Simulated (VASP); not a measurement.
# Ir (Fm-3m) in VASP: further runs

The runs below take Ir through single point, relaxation of cell and atoms, with PBEsol.

All numbers are computed with VASP 6.6.1; they aren't measurements. Logs are shortened: lines on timing, memory, paths and dates and some standing lists are left out, and cuts for length are marked.

## 1. The cell of the first run

It takes space group Fm-3m (No. 225, cubic). The conventional cell has a = 3.835 Å, b = 3.835 Å, c = 3.835 Å, α = 90.00°, β = 90.00°, γ = 90.00°. Ir (site symmetry m-3m) has 12 Ir at 2.71 Å within 3.6 Å.

## 2. Single point, PBEsol

The input, INCAR:

```
SYSTEM = Ir
ALGO = Normal
EDIFF = 1E-6
ENCUT = 520
GGA = PS
ISIF = 2
ISMEAR = 1
LASPH = .True.
LCHARG = .True.
LELF = .True.
LREAL = .False.
LVHAR = .True.
LWAVE = .False.
NBANDS = 10
NELM = 100
PREC = Accurate
SIGMA = 0.05
```

The input, KPOINTS:

```
k-points
0
Gamma
  8 8 8
  0 0 0
```

The input, POSCAR:

```
Ir
1.0
    0.0000000000      1.9175173445      1.9175173445
    1.9175173445      0.0000000000      1.9175173445
    1.9175173445      1.9175173445      0.0000000000
Ir
1
Direct
    0.0000000000      0.0000000000      0.0000000000
```

Potentials or basis: VASP PAW PBE potentials, release 64 (Ir).

Launch:

```sh
$ cat potpaw_PBE.64/Ir/POTCAR > POTCAR
$ mpirun -np 1 vasp_std > vasp.out
```

OUTCAR:

```text
SYSTEM = Ir
   EDIFF = 1E-6
   ENCUT = 520
   GGA = PS
   ISIF = 2
   ISMEAR = 1
   LASPH = .True.
   LREAL = .False.
   NELM = 100
   PREC = Accurate

 ion  position               nearest neighbor table
   1  0.000  0.000  0.000-

  LATTYP: Found a face centered cubic cell.
 ALAT       =     3.8350346890

  Lattice vectors:

 A1 = (   0.0000000000,   1.9175173445,   1.9175173445)
 A2 = (   1.9175173445,   0.0000000000,   1.9175173445)
 A3 = (   1.9175173445,   1.9175173445,   0.0000000000)

Analysis of symmetry for initial positions (statically):
=====================================================================
 Subroutine PRICEL returns:
 Original cell was already a primitive cell.

 Routine SETGRP: Setting up the symmetry group for a
 face centered cubic supercell.

 Subroutine GETGRP returns: Found 48 space group operations
 (whereof 48 operations were pure point group operations)
 out of a pool of 48 trial point group operations.

The static configuration has the point symmetry O_h .

Analysis of symmetry for dynamics (positions and initial velocities):
=====================================================================
 Subroutine PRICEL returns:
 Original cell was already a primitive cell.

 Routine SETGRP: Setting up the symmetry group for a
 face centered cubic supercell.

 Subroutine GETGRP returns: Found 48 space group operations
 (whereof 48 operations were pure point group operations)
 out of a pool of 48 trial point group operations.

The dynamic configuration has the point symmetry O_h .

 Subroutine INISYM returns: Found 48 space group operations
 (whereof 48 operations are pure point group operations),
 and found     1 'primitive' translations

----------------------------------------------------------------------------------------

                                     Primitive cell

  volume of cell :      14.1009

  direct lattice vectors                    reciprocal lattice vectors
     0.000000000  1.917517344  1.917517344    -0.260753834  0.260753834  0.260753834
     1.917517344  0.000000000  1.917517344     0.260753834 -0.260753834  0.260753834
     1.917517344  1.917517344  0.000000000     0.260753834  0.260753834 -0.260753834

  length of vectors
     2.711779035  2.711779035  2.711779035     0.451638889  0.451638889  0.451638889

  position of ions in fractional coordinates (direct lattice)
     0.000000000  0.000000000  0.000000000

  ion indices of the primitive-cell ions
   primitive index   ion index
                 1           1

----------------------------------------------------------------------------------------

 KPOINTS: k-points

Automatic generation of k-mesh.
 Grid dimensions read from file:
 generate k-points for:    8    8    8

 Generating k-lattice:

  Cartesian coordinates                     Fractional coordinates (reciprocal lattice)
    -0.032594229  0.032594229  0.032594229     0.125000000  0.000000000  0.000000000
     0.032594229 -0.032594229  0.032594229     0.000000000  0.125000000  0.000000000
     0.032594229  0.032594229 -0.032594229     0.000000000  0.000000000  0.125000000

  Length of vectors
     0.056454861  0.056454861  0.056454861

  Shift w.r.t. Gamma in fractional coordinates (k-lattice)
     0.000000000  0.000000000  0.000000000

 Subroutine IBZKPT returns following result:
 ===========================================

 Found     29 irreducible k-points:

 Following reciprocal coordinates:
            Coordinates               Weight
  0.000000  0.000000  0.000000      1.000000
  0.125000  0.000000  0.000000      8.000000
  0.250000  0.000000  0.000000      8.000000
  0.375000  0.000000  0.000000      8.000000
  0.500000  0.000000  0.000000      4.000000
  0.125000  0.125000  0.000000      6.000000
[... 16 lines left out ...]
  0.500000  0.250000  0.125000     48.000000
 -0.375000  0.250000  0.125000     24.000000
 [... further k-points ...]
   k-points           NKPTS =     29   k-points in BZ     NKDIM =     29   number of bands    NBANDS=     10
   number of dos      NEDOS =    301   number of ions     NIONS =      1
   total plane-waves  NPLWV =   8000
   dimension x,y,z NGX =    20 NGY =   20 NGZ =   20
   dimension x,y,z NGXF=    40 NGYF=   40 NGZF=   40
   ions per type =               1
   NGX,Y,Z   is equivalent  to a cutoff of  12.26, 12.26, 12.26 a.u.
   NGXF,Y,Z  is equivalent  to a cutoff of  24.52, 24.52, 24.52 a.u.
 SYSTEM =  Ir
   PREC   = accura    normal or accurate (medium, high low for compatibility)
   ISTART =      0    job   : 0-new  1-cont  2-samecut
   ICHARG =      2    charge: 1-file 2-atom 10-const
   ISPIN  =      1    spin polarized calculation?
   LNONCOLLINEAR =      F non collinear calculations
   LSORBIT =      F    spin-orbit coupling
   LASPH  =      T    aspherical Exc in radial PAW
   ENCUT  =  520.0 eV  38.22 Ry    6.18 a.u.   5.04  5.04  5.04*2*pi/ulx,y,z
   NELM   =    100;   NELMIN=  2; NELMDL= -5     # of ELM steps
   EDIFF  = 0.1E-05   stopping-criterion for ELM
   LREAL  =      F    real-space projection
   EDIFFG = 0.1E-04   stopping-criterion for IOM
   NSW    =      0    number of steps for IOM
   IBRION =     -1    ionic relax: 0-MD 1-quasi-New 2-CG
   NFREE  =      0    steps in history (QN), initial steepest desc. (CG)
   ISIF   =      2    stress and relaxation
   ISYM   =      2    0-nonsym 1-usesym 2-fastsym
   POTIM  = 0.5000    time-step for ionic-motion
   TEBEG  =    0.0;   TEEND  =   0.0 temperature during run
   PSTRESS=    0.0 pullay stress
   NELECT =       9.0000    total number of electrons
   NUPDOWN=      -1.0000    fix difference up-down
   EMIN   =  10.00;   EMAX   =-10.00  energy-range for DOS
   EFERMI =   0.00;   METHOD = LEGACY
   ISMEAR =     1;   SIGMA  =   0.05  broadening in eV -4-tet -1-fermi 0-gaus
   EFERMI_NEDOS =   21; number of points for ismear=-14 and -15
   IALGO  =     38    algorithm
   IMIX   =      4    mixing-type and parameters
     AMIX     =   0.40;   BMIX     =  1.00
     AMIX_MAG =   1.60;   BMIX_MAG =  1.00
  volume/ion in A,a.u.               =      14.10        95.16
  Fermi-wavevector in a.u.,A,eV,Ry     =   1.409526  2.663618 27.031552  1.986763
  Thomas-Fermi vector in A             =   2.531573
   LORBIT       =      0    0 simple, 1 ext, 2 COOP (PROOUT), +10 PAW based schemes
   GGA     = PS    functional components
   LHFCALC =     F    Hartree Fock is set to
   AEXX    =    0.0000 exact exchange contribution
   IVDW    =     0    specifies the selected vdW correction
   LEPSILON=     F    determine dielectric tensor
   LRPA    =     F    only Hartree local field effects (RPA)
 non-spin polarized calculation
 Methfessel and Paxton  Order N= 1 SIGMA  =   0.05
  energy-cutoff  :      520.00
  volume of cell :       14.10
 maximum number of plane-waves:       392
   NGX =  9   NGY =  9   NGZ =  9

 number of electron       9.0000000 magnetization

 Free energy of the ion-electron system (eV)
  ---------------------------------------------------
  ext. energy  EPLUGINS =         0.00000000
  ---------------------------------------------------
  free energy    TOTEN  =        -9.74167684 eV

  energy without entropy =       -9.74184678  energy(sigma->0) =       -9.74173349

 E-fermi :  10.3660     XC(G=0): -14.1192

 val. band max:       10.3189084138   @ k =  -0.3750   0.1250   0.0000
 cond. band min:      10.3824997826   @ k =  -0.3750   0.2500   0.0000
 fundamental gap:      0.0635913688
 Fermi energy:        10.3660173540

 k-point     1 :       0.0000    0.0000    0.0000
  band No.  band energies     occupation
      1      -0.9238      2.00000
      2       6.3805      2.00000
      3       6.3805      2.00000
      4       6.3805      2.00000
      5       9.1283      2.00000
      6       9.1283      2.00000
      7      24.5969      0.00000
      8      30.2166      0.00000
      9      30.2166      0.00000
     10      30.2166      0.00000

 k-point     2 :       0.1250    0.0000    0.0000
  band No.  band energies     occupation
      1      -0.2489      2.00000
      2       6.0561      2.00000
      3       6.6472      2.00000
      4       6.6472      2.00000
      5       8.9824      2.00000
      6       8.9824      2.00000
      7      25.7074      0.00000
      8      27.6151      0.00000
      9      31.3347      0.00000
     10      31.3347      0.00000

 k-point     3 :       0.2500    0.0000    0.0000
  band No.  band energies     occupation
      1       1.2961      2.00000
      2       5.8577      2.00000
      3       6.8353      2.00000
      4       6.8353      2.00000
      5       9.3004      2.00000
      6       9.3004      2.00000
      7      24.0771      0.00000
      8      27.0755      0.00000
      9      34.0310      0.00000
     10      34.0323      0.00000

 k-point     4 :       0.3750    0.0000    0.0000
  band No.  band energies     occupation
      1       2.0948      2.00000
      2       6.4868      2.00000
      3       6.4868      2.00000
      4       7.5549      2.00000
      5      10.5190     -0.00013
      6      10.5190     -0.00013
      7      20.2199      0.00000
      8      25.0794      0.00000
      9      31.7657      0.00000
     10      31.7657      0.00000
[... 222 lines left out ...]
 k-point    22 :       0.3750    0.2500    0.1250
  band No.  band energies     occupation
      1       2.7026      2.00000
      2       4.7146      2.00000
      3       6.3053      2.00000
      4       8.4156      2.00000
      5       8.4971      2.00000
      6      11.1093     -0.00000
      7      24.6206      0.00000
      8      27.3250      0.00000
      9      28.8961      0.00000
     10      30.9212      0.00000

 k-point    23 :       0.5000    0.2500    0.1250
  band No.  band energies     occupation
      1       3.5853      2.00000
      2       5.2680      2.00000
      3       5.6594      2.00000
      4       8.0307      2.00000
      5      10.1540      2.00000
      6      13.1790      0.00000
      7      20.5424      0.00000
      8      25.7980      0.00000
      9      27.1186      0.00000
     10      31.7807      0.00000

 k-point    24 :      -0.3750    0.2500    0.1250
  band No.  band energies     occupation
      1       3.6107      2.00000
      2       5.0328      2.00000
      3       6.6473      2.00000
      4       7.7132      2.00000
      5      10.8930     -0.00000
      6      15.4724      0.00000
      7      16.9611      0.00000
      8      26.0542      0.00000
      9      26.2078      0.00000
     10      30.1188      0.00000

 [... further k-points ...]
[... 5 lines left out ...]
  --------------------------------------------------------------------------------------
  -------------------------------------------------------------------------------------
  Total        0.0843182      0.0843182      0.0843182      0.0000000      0.0000000      0.0000000
  in kB        9.5804059      9.5804059      9.5804059      0.0000000      0.0000000      0.0000000
  external PRESSURE =       9.5804059 kB  Pullay stress =       0.0000000 kB

 VOLUME and BASIS-vectors are now :
 -----------------------------------------------------------------------------
  energy-cutoff  :      520.00
  volume of cell :       14.10
      direct lattice vectors                 reciprocal lattice vectors
     0.000000000  1.917517344  1.917517344    -0.260753834  0.260753834  0.260753834
     1.917517344  0.000000000  1.917517344     0.260753834 -0.260753834  0.260753834
     1.917517344  1.917517344  0.000000000     0.260753834  0.260753834 -0.260753834

 POSITION                                       TOTAL-FORCE (eV/Angst)
 -----------------------------------------------------------------------------------
      0.00000      0.00000      0.00000         0.000000      0.000000      0.000000
 -----------------------------------------------------------------------------------
    total drift:                                0.000000      0.000000      0.000000

  FREE ENERGIE OF THE ION-ELECTRON SYSTEM (eV)
  ---------------------------------------------------
  free  energy   TOTEN  =        -9.7416768402 eV

  energy  without entropy=       -9.7418467808  energy(sigma->0) =       -9.74173349
```

Run time: 4.4 s. Hardware: 1 thread of Intel Xeon Platinum 8559C (Emerald Rapids), shared host; peak memory 0.13 GiB.

Results:

* Free energy: -9.7417 eV
* Pressure: 1.0 GPa

Levels at points of the mesh, in eV from the Fermi level:
```tsv
k point	band 1	band 2	band 3	band 4	band 5	band 6	band 7	band 8
(0.00, 0.00, 0.00)	-11.29	-3.99	-3.99	-3.99	-1.24	-1.24	14.23	19.85
(0.50, 0.00, 0.00)	-8.24	-4.08	-4.08	-0.89	0.86	0.86	7.20	13.78
(0.50, 0.50, 0.00)	-8.03	-7.47	0.85	1.43	1.43	1.58	10.45	11.62
```

Caveat: the PAW data sets were made with another functional, which shifts forces and pressure a little; spin-orbit coupling is left out, which moves the levels of the heavy elements.

[end of part 1 of 2]
